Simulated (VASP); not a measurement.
Set up this calculation in VASP 6.6.1, as the native input.

* Task: single point
* Functional: r2SCAN
* Potentials or basis: VASP PAW PBE potentials, release 64 (Co)
* Cutoff: 520 eV
* k mesh: 15 × 15 × 8
* Occupations: gaussian, width 0.05 eV
* Spin: collinear spin, ferromagnetic start
* Starting moments: [1.93, 1.93] μB
* Dipole correction: no
* Further INCAR settings: ALGO = Normal; EDIFF = 1e-06; NBANDS = 20

Co:

```
CELL_PARAMETERS angstrom
2.48736 0.00000 0.00000
-1.24368 2.15412 0.00000
0.00000 0.00000 4.06329
ATOMIC_POSITIONS crystal
Co 0.66667 0.33333 0.25986
Co 0.33333 0.66667 0.74014
```

The input as run:

POSCAR

```
Co
1.0
    2.4873648738      0.0000000000      0.0000000000
   -1.2436824369      2.1541211692      0.0000000000
    0.0000000000      0.0000000000      4.0632895034
Co
2
Direct
    0.6666666700      0.3333333300      0.2598610000
    0.3333333300      0.6666666700      0.7401390000
```

INCAR.step1

```
PREC = Accurate
ENCUT = 520
ISMEAR = 0
SIGMA = 0.05
LREAL = F
LASPH = T
NELM = 150
ISPIN = 2
MAGMOM = 1.93 1.93
LMAXMIX = 4
NBANDS = 20
GGA = PE
ALGO = Normal
EDIFF = 1E-4
LWAVE = T
LCHARG = F
```

INCAR.step2

```
PREC = Accurate
ENCUT = 520
EDIFF = 1E-6
ISMEAR = 0
SIGMA = 0.05
LREAL = F
LASPH = T
NELM = 150
ALGO = Normal
ISIF = 2
LWAVE = F
LCHARG = F
ISPIN = 2
MAGMOM = 1.93 1.93
LORBIT = 11
LMAXMIX = 4
METAGGA = R2SCAN
LMIXTAU = T
NBANDS = 20
ISTART = 1
```

KPOINTS

```
regular mesh
0
Gamma
  15 15 8
```

Potentials or basis: VASP PAW PBE potentials, release 64 (Co).

Command:

```sh
$ cat potpaw_PBE.64/Co/POTCAR > POTCAR
$ cp INCAR.step1 INCAR
$ mpirun -np 1 vasp_std > vasp.out
$ cp INCAR.step2 INCAR
$ mpirun -np 1 vasp_std > vasp.out
```

It gave:

The pressure is -3.8 GPa and the largest force is 0.177 eV/Å. The net moment is 3.52 μB per cell. The site moments are Co +1.83 μB and the valence electrons inside the program's atomic spheres are Co 8.29.

Caveat: the PAW data sets were made with another functional, which shifts forces and pressure a little.

It took 6.5 min on 1 thread of Intel Xeon 6975P-C, with other jobs on the host, peak memory 0.23 GiB.
